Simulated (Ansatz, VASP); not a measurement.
## BP: VASP beside Ansatz

INCAR

```
SYSTEM = BP
  PREC = Accurate
  ENCUT = 520
  EDIFF = 1E-6
  ISMEAR = 0
  SIGMA = 0.05
  LREAL = .FALSE.
  LASPH = .TRUE.
  NELM = 60
  ALGO = Normal
  ISIF = 2
  LWAVE = .FALSE.
  LCHARG = .FALSE.
  GGA = PE
  NBANDS = 11
```

The input KPOINTS:

```
regular mesh
0
G
  12 12 12
  0 0 0
```

POSCAR

```
BP
1.0
    0.0000000000      2.5075973131      2.2226531760
    2.2226531760      0.0000000000      2.2226531760
    2.2226531760      2.5075973131      0.0000000000
B P
1 1
Direct
    0.0000000000      0.0000000000      0.0000000000
    0.7500000000      0.7500000000      0.7500000000
```

Input for Ansatz:

```yaml
crystal:
  lattice:
    - [0.0, 2.5075973131, 2.222653176]
    - [2.222653176, 0.0, 2.222653176]
    - [2.222653176, 2.5075973131, 0.0]
  atoms:
    - { symbol: B, position: [0.0, 0.0, 0.0] }
    - { symbol: P, position: [0.75, 0.75, 0.75] }
basis:
  ecutwfc: 520.0
kpoints:
  mp_grid: { grid: [12, 12, 12] }
hamiltonian:
  xc: pbe
scf:
  occupations: { method: gaussian, width: 0.05 }
output:
  forces: true
  stress: true
  eigenvalues: true
```

Alike in both runs: task single point; functional PBE; k mesh 12 × 12 × 12; occupations gaussian, width 0.05 eV; no spin polarisation.

|  | VASP | Ansatz |
| --- | --- | --- |
| version | VASP 6.6.1 | Ansatz 0.2.0 |
| potentials or method | VASP PAW PBE potentials, release 64 (B, P), cutoff 520 eV | scalar-relativistic, plane waves, PAW |
| valence electrons in the cell | 8 | 8 |

|  | VASP | Ansatz | Ansatz less VASP |
| --- | --- | --- | --- |
| gap on the k mesh at the Fermi level (eV) | 0.43 | 0.43 | +0.004 |
| least direct gap on the mesh (eV) | 2.74 | 2.74 | +0.003 |
| pressure (GPa) | -7.8 | -7.6 | +0.17 |
| traceless stress, the component that is largest in VASP (GPa) | -23.51 | -23.49 | +0.025 |
